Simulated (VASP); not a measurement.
# Na2S (Fm-3m) in VASP: electric field gradients with LDA

Aim: the electric field gradients of Na2S with LDA.

Everything below comes from runs of VASP 6.6.1. Logs are shortened: lines on timing, memory, paths and dates and some standing lists are left out, and cuts for length are marked.

### Step 1. The cell of the first run

Symmetry: Fm-3m, No. 225, cubic system. The conventional cell has a = 6.498 Å, b = 6.498 Å, c = 6.498 Å, α = 90.00°, β = 90.00°, γ = 90.00°. Within 3.7 Å of Na (site symmetry -43m) lie 4 S at 2.81 Å and 6 Na at 3.25 Å. S (site symmetry m-3m) has 8 Na at 2.81 Å within 3.7 Å.

### Step 2. Electric field gradients, LDA

Contents of INCAR:

```
PREC = Accurate
ENCUT = 400
EDIFF = 1E-8
ISMEAR = -1
SIGMA = 0.01
LREAL = False
LASPH = True
NELM = 120
ALGO = Normal
ISIF = 2
LWAVE = False
LCHARG = False
GGA = CA
LEFG = True
NBANDS = 17
GGA_COMPAT = False
```

Contents of KPOINTS:

```
Automatic mesh
0
Gamma
  6 6 6
```

Contents of POSCAR:

```
Na2S
1.0
    0.0000000000      3.2491544893      3.2491544893
    3.2491544893      0.0000000000      3.2491544893
    3.2491544893      3.2491544893      0.0000000000
Na S
2 1
Direct
    0.2500000000      0.2500000000      0.2500000000
    0.7500000000      0.7500000000      0.7500000000
    0.0000000000      0.0000000000      0.0000000000
```

Potentials or basis: VASP PAW LDA potentials, release 64 (Na_pv, S).

Command:

```
$ cat potpaw_LDA.64/Na_pv/POTCAR potpaw_LDA.64/S/POTCAR > POTCAR
$ mpirun -np 1 vasp_std > vasp.out
```

OUTCAR:

```text
PREC = Accurate
   ENCUT = 400
   EDIFF = 1E-8
   ISMEAR = -1
   LREAL = False
   LASPH = True
   NELM = 120
   ISIF = 2
   GGA = CA

 ion  position               nearest neighbor table
   1  0.250  0.250  0.250-
   2  0.750  0.750  0.750-
   3  0.000  0.000  0.000-

  LATTYP: Found a face centered cubic cell.
 ALAT       =     6.4983089786

  Lattice vectors:

 A1 = (   0.0000000000,   3.2491544893,   3.2491544893)
 A2 = (   3.2491544893,   0.0000000000,   3.2491544893)
 A3 = (   3.2491544893,   3.2491544893,   0.0000000000)

Analysis of symmetry for initial positions (statically):
=====================================================================
 Subroutine PRICEL returns:
 Original cell was already a primitive cell.

 Routine SETGRP: Setting up the symmetry group for a
 face centered cubic supercell.

 Subroutine GETGRP returns: Found 48 space group operations
 (whereof 48 operations were pure point group operations)
 out of a pool of 48 trial point group operations.

The static configuration has the point symmetry O_h .

Analysis of symmetry for dynamics (positions and initial velocities):
=====================================================================
 Subroutine PRICEL returns:
 Original cell was already a primitive cell.

 Routine SETGRP: Setting up the symmetry group for a
 face centered cubic supercell.

 Subroutine GETGRP returns: Found 48 space group operations
 (whereof 48 operations were pure point group operations)
 out of a pool of 48 trial point group operations.

The dynamic configuration has the point symmetry O_h .

 Subroutine INISYM returns: Found 48 space group operations
 (whereof 48 operations are pure point group operations),
 and found     1 'primitive' translations

----------------------------------------------------------------------------------------

                                     Primitive cell

  volume of cell :      68.6027

  direct lattice vectors                    reciprocal lattice vectors
     0.000000000  3.249154489  3.249154489    -0.153886188  0.153886188  0.153886188
     3.249154489  0.000000000  3.249154489     0.153886188 -0.153886188  0.153886188
     3.249154489  3.249154489  0.000000000     0.153886188  0.153886188 -0.153886188

  length of vectors
     4.594998345  4.594998345  4.594998345     0.266538697  0.266538697  0.266538697

  position of ions in fractional coordinates (direct lattice)
     0.250000000  0.250000000  0.250000000
     0.750000000  0.750000000  0.750000000
     0.000000000  0.000000000  0.000000000

  ion indices of the primitive-cell ions
   primitive index   ion index
                 1           1
                 2           2
                 3           3

----------------------------------------------------------------------------------------

 KPOINTS: Automatic mesh

Automatic generation of k-mesh.
 Grid dimensions read from file:
 generate k-points for:    6    6    6

 Generating k-lattice:

  Cartesian coordinates                     Fractional coordinates (reciprocal lattice)
    -0.025647698  0.025647698  0.025647698     0.166666667  0.000000000  0.000000000
     0.025647698 -0.025647698  0.025647698     0.000000000  0.166666667  0.000000000
     0.025647698  0.025647698 -0.025647698     0.000000000  0.000000000  0.166666667

  Length of vectors
     0.044423116  0.044423116  0.044423116

  Shift w.r.t. Gamma in fractional coordinates (k-lattice)
     0.000000000  0.000000000  0.000000000

 Subroutine IBZKPT returns following result:
 ===========================================

 Found     16 irreducible k-points:

 Following reciprocal coordinates:
            Coordinates               Weight
  0.000000  0.000000  0.000000      1.000000
  0.166667  0.000000  0.000000      8.000000
  0.333333  0.000000  0.000000      8.000000
  0.500000  0.000000  0.000000      4.000000
  0.166667  0.166667  0.000000      6.000000
  0.333333  0.166667  0.000000     24.000000
[... 8 lines left out ...]
 -0.333333  0.333333  0.166667     24.000000
 -0.333333  0.500000  0.166667     12.000000
   k-points           NKPTS =     16   k-points in BZ     NKDIM =     16   number of bands    NBANDS=     17
   number of dos      NEDOS =    301   number of ions     NIONS =      3
   total plane-waves  NPLWV =  27000
   dimension x,y,z NGX =    30 NGY =   30 NGZ =   30
   dimension x,y,z NGXF=    60 NGYF=   60 NGZF=   60
   ions per type =               2   1
   NGX,Y,Z   is equivalent  to a cutoff of  10.85, 10.85, 10.85 a.u.
   NGXF,Y,Z  is equivalent  to a cutoff of  21.71, 21.71, 21.71 a.u.
 SYSTEM =  unknown system
   PREC   = accura    normal or accurate (medium, high low for compatibility)
   ISTART =      0    job   : 0-new  1-cont  2-samecut
   ICHARG =      2    charge: 1-file 2-atom 10-const
   ISPIN  =      1    spin polarized calculation?
   LNONCOLLINEAR =      F non collinear calculations
   LSORBIT =      F    spin-orbit coupling
   LASPH  =      T    aspherical Exc in radial PAW
   ENCUT  =  400.0 eV  29.40 Ry    5.42 a.u.   7.49  7.49  7.49*2*pi/ulx,y,z
   NELM   =    120;   NELMIN=  2; NELMDL= -5     # of ELM steps
   EDIFF  = 0.1E-07   stopping-criterion for ELM
   LREAL  =      F    real-space projection
   EDIFFG = 0.1E-06   stopping-criterion for IOM
   NSW    =      0    number of steps for IOM
   IBRION =     -1    ionic relax: 0-MD 1-quasi-New 2-CG
   NFREE  =      0    steps in history (QN), initial steepest desc. (CG)
   ISIF   =      2    stress and relaxation
   ISYM   =      2    0-nonsym 1-usesym 2-fastsym
   POTIM  = 0.5000    time-step for ionic-motion
   TEBEG  =    0.0;   TEEND  =   0.0 temperature during run
   PSTRESS=    0.0 pullay stress
   NELECT =      20.0000    total number of electrons
   NUPDOWN=      -1.0000    fix difference up-down
   EMIN   =  10.00;   EMAX   =-10.00  energy-range for DOS
   EFERMI =   0.00;   METHOD = LEGACY
   ISMEAR =    -1;   SIGMA  =   0.01  broadening in eV -4-tet -1-fermi 0-gaus
   EFERMI_NEDOS =   21; number of points for ismear=-14 and -15
   IALGO  =     38    algorithm
   IMIX   =      4    mixing-type and parameters
     AMIX     =   0.40;   BMIX     =  1.00
     AMIX_MAG =   1.60;   BMIX_MAG =  1.00
  volume/ion in A,a.u.               =      22.87       154.32
  Fermi-wavevector in a.u.,A,eV,Ry     =   1.085520  2.051335 16.032473  1.178354
  Thomas-Fermi vector in A             =   2.221635
   LORBIT       =      0    0 simple, 1 ext, 2 COOP (PROOUT), +10 PAW based schemes
   GGA     = CA    functional components
   LHFCALC =     F    Hartree Fock is set to
   AEXX    =    0.0000 exact exchange contribution
   IVDW    =     0    specifies the selected vdW correction
   LEPSILON=     F    determine dielectric tensor
   LRPA    =     F    only Hartree local field effects (RPA)
 non-spin polarized calculation
  energy-cutoff  :      400.00
  volume of cell :       68.60
 maximum number of plane-waves:      1267
 NGX is ok and might be reduce to    30
   NGX = 15   NGY = 15   NGZ = 15

 number of electron      19.9999980 magnetization

 Free energy of the ion-electron system (eV)
  ---------------------------------------------------
  ext. energy  EPLUGINS =         0.00000000
  ---------------------------------------------------
  free energy    TOTEN  =       -10.89334625 eV

  energy without entropy =      -10.89334625  energy(sigma->0) =      -10.89334625

 E-fermi :   0.3120     XC(G=0):  -8.3485

 val. band max:        0.0413697047   @ k =   0.0000   0.0000   0.0000
 cond. band min:       2.3545966565   @ k =   0.0000   0.0000   0.0000
 fundamental gap:      2.3132269518
 Fermi energy:         0.3119637463

 k-point     1 :       0.0000    0.0000    0.0000
  band No.  band energies     occupation
      1     -22.1200      2.00000
      2     -22.1200      2.00000
      3     -22.1200      2.00000
      4     -22.0601      2.00000
      5     -22.0601      2.00000
      6     -22.0601      2.00000
[... 9 lines left out ...]
     16       9.3086      0.00000
     17      11.1166      0.00000
[... 281 lines left out ...]
 k-point    16 :      -0.3333    0.5000    0.1667
  band No.  band energies     occupation
      1     -22.1457      2.00000
      2     -22.1359      2.00000
      3     -22.1125      2.00000
      4     -22.0724      2.00000
      5     -22.0503      2.00000
      6     -22.0467      2.00000
[... 9 lines left out ...]
     16      11.0894      0.00000
     17      11.9823      0.00000

------------------------ aborting loop because EDIFF is reached ----------------------------------------

  FORCE on cell =-STRESS in cart. coord.  units (eV):
  Direction    XX          YY          ZZ          XY          YZ          ZX
  --------------------------------------------------------------------------------------
  -------------------------------------------------------------------------------------
  Total       -0.7569492     -0.7569492     -0.7569492     -0.0000000      0.0000000     -0.0000000
  in kB      -17.6781259    -17.6781259    -17.6781259     -0.0000000      0.0000000     -0.0000000
  external PRESSURE =     -17.6781259 kB  Pullay stress =       0.0000000 kB

 VOLUME and BASIS-vectors are now :
 -----------------------------------------------------------------------------
  energy-cutoff  :      400.00
  volume of cell :       68.60
      direct lattice vectors                 reciprocal lattice vectors
     0.000000000  3.249154489  3.249154489    -0.153886188  0.153886188  0.153886188
     3.249154489  0.000000000  3.249154489     0.153886188 -0.153886188  0.153886188
     3.249154489  3.249154489  0.000000000     0.153886188  0.153886188 -0.153886188

 POSITION                                       TOTAL-FORCE (eV/Angst)
 -----------------------------------------------------------------------------------
      1.62458      1.62458      1.62458        -0.000000     -0.000000      0.000000
      4.87373      4.87373      4.87373         0.000000      0.000000      0.000000
      0.00000      0.00000      0.00000         0.000000      0.000000     -0.000000
 -----------------------------------------------------------------------------------
    total drift:                                0.000000     -0.000000      0.000000

  FREE ENERGIE OF THE ION-ELECTRON SYSTEM (eV)
  ---------------------------------------------------
  free  energy   TOTEN  =       -10.8933462520 eV

  energy  without entropy=      -10.8933462520  energy(sigma->0) =      -10.89334625

 Electric field gradients (V/A^2)
---------------------------------------------------------------------
 ion       V_xx      V_yy      V_zz      V_xy      V_xz      V_yz
---------------------------------------------------------------------
   1      -0.000    -0.000    -0.000     0.002     0.002     0.002
   2      -0.000    -0.000    -0.000     0.002     0.002     0.002
   3       0.000     0.000     0.000    -0.001    -0.001    -0.001
---------------------------------------------------------------------

 Electric field gradients after diagonalization (V/A^2)
 (convention: |V_zz| > |V_xx| > |V_yy|)
----------------------------------------------------------------------
 ion       V_xx      V_yy      V_zz     asymmetry (V_yy - V_xx)/ V_zz
----------------------------------------------------------------------
   1      -0.002    -0.002     0.005       0.000
   2      -0.002    -0.002     0.005       0.000
   3       0.001     0.001    -0.001       0.000
----------------------------------------------------------------------

           NMR quadrupolar parameters

 Cq : quadrupolar parameter    Cq=e*Q*V_zz/h
 eta: asymmetry parameters     (V_yy - V_xx)/ V_zz
 Q  : nuclear electric quadrupole moment in mb (millibarn)
----------------------------------------------------------------------
 ion       Cq(MHz)       eta       Q (mb)
----------------------------------------------------------------------
   1       0.000       0.000       1.000
   2       0.000       0.000       1.000
   3      -0.000       0.000       1.000
----------------------------------------------------------------------
```

Run time: 15 s. Hardware: 1 thread of Intel Xeon Platinum 8559C (Emerald Rapids), shared host; peak memory 0.14 GiB.

What came out:

* Free energy: -10.8933 eV
* Pressure: -1.8 GPa
* Band gap on the k mesh: 2.31 eV
* Largest electric field gradient by atom: zero within the noise of the run

Levels at points of the mesh, in eV from the valence-band top:
| k point | band 6 | band 7 | band 8 | band 9 | band 10 | band 11 | band 12 | band 13 | band 14 | band 15 |
| --- | --- | --- | --- | --- | --- | --- | --- | --- | --- | --- |
| (0.00, 0.00, 0.00) | -22.10 | -10.12 | 0.00 | 0.00 | 0.00 | 2.31 | 7.59 | 7.59 | 7.59 | 9.27 |
| (0.50, 0.00, 0.00) | -22.13 | -9.85 | -1.74 | -0.14 | -0.14 | 4.62 | 6.35 | 7.00 | 7.00 | 11.08 |
| (0.50, 0.50, 0.00) | -22.09 | -9.77 | -1.56 | -0.48 | -0.48 | 3.65 | 5.83 | 8.39 | 9.64 | 9.64 |
